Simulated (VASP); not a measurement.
Set up this calculation in VASP 6.6.1, as the native input.

```yaml
Task: single point
Functional: PBE
Dispersion: D3(BJ)
Potentials_or_basis: VASP PAW PBE potentials, release 64 (Ga_d, As, N)
Cutoff: 520 eV
k_mesh: 7 × 5 × 1
Occupations: gaussian, width 0.05 eV
Spin: no spin polarisation
Dipole_correction: yes
Further_INCAR_settings: ALGO = Normal; EDIFF = 1e-06; NBANDS = 42
```

The structure of Ga3As3N2 lies in POSCAR:

```
Ga3As3N2
1.0
    4.0137031116      0.0000000000      0.0000000000
    0.0000000000      5.6762333758      0.0000000000
    0.0000000000      0.0000000000     22.8852699092
Ga As N
3 3 2
Direct
    0.5000000000      0.5000000000      0.1747849169
    0.0000000000      0.0653835254      0.2732733389
    0.5000000000      0.4894639615      0.3292030243
    0.0000000000      0.2500000000      0.1747849169
    0.5000000000      0.8102208702      0.2554204538
    0.0000000000      0.2887573197      0.3664046761
    0.5000000000      1.0387573197      0.4931237409
    0.5000000000      1.0387573197      0.5411895931
```

These files were run (other wordings do the same):

INCAR

```
SYSTEM = Ga3As3N2
PREC     = Accurate       ! precision mode
ENCUT    = 520            ! plane-wave cutoff, eV
EDIFF    = 1E-6           ! SCF threshold, eV
ISMEAR   = 0              ! smearing method
SIGMA    = 0.05           ! smearing width, eV
LREAL    = .False.        ! projectors in reciprocal space
LASPH    = .True.         ! aspherical terms in the spheres
NELM     = 80             ! most SCF steps
ALGO     = Normal         ! electronic algorithm
ISIF     = 2              ! what is computed and relaxed
LWAVE    = .False.        ! write WAVECAR
LCHARG   = .False.        ! write CHGCAR
LDIPOL   = .True.       
IDIPOL   = 3            
DIPOL    = 0.5 0.5 0.326
GGA      = PE             ! functional
IVDW     = 12             ! dispersion correction
NBANDS   = 42             ! bands
```

KPOINTS

```
regular mesh
0
Gamma
  7 5 1
  0 0 0
```

Potentials or basis: VASP PAW PBE potentials, release 64 (Ga_d, As, N).

Command:

```console
$ cat potpaw_PBE.64/Ga_d/POTCAR potpaw_PBE.64/As/POTCAR potpaw_PBE.64/N/POTCAR > POTCAR
$ mpirun -np 1 vasp_std > vasp.out
```

It gave:

```json
{
  "Largest force": "2.168 eV/Å",
  "Band gap on the k mesh": "0.40 eV (least direct gap 0.77 eV)",
  "Dispersion energy per atom": "-0.160 eV"
}
```

Caveat: the standard files for N, O and F lose accuracy on very short bonds.

Run time: 5.5 min on 1 thread of Intel(R) Xeon(R) Platinum 8488C (Sapphire Rapids) (shared host), peak memory 0.63 GiB.
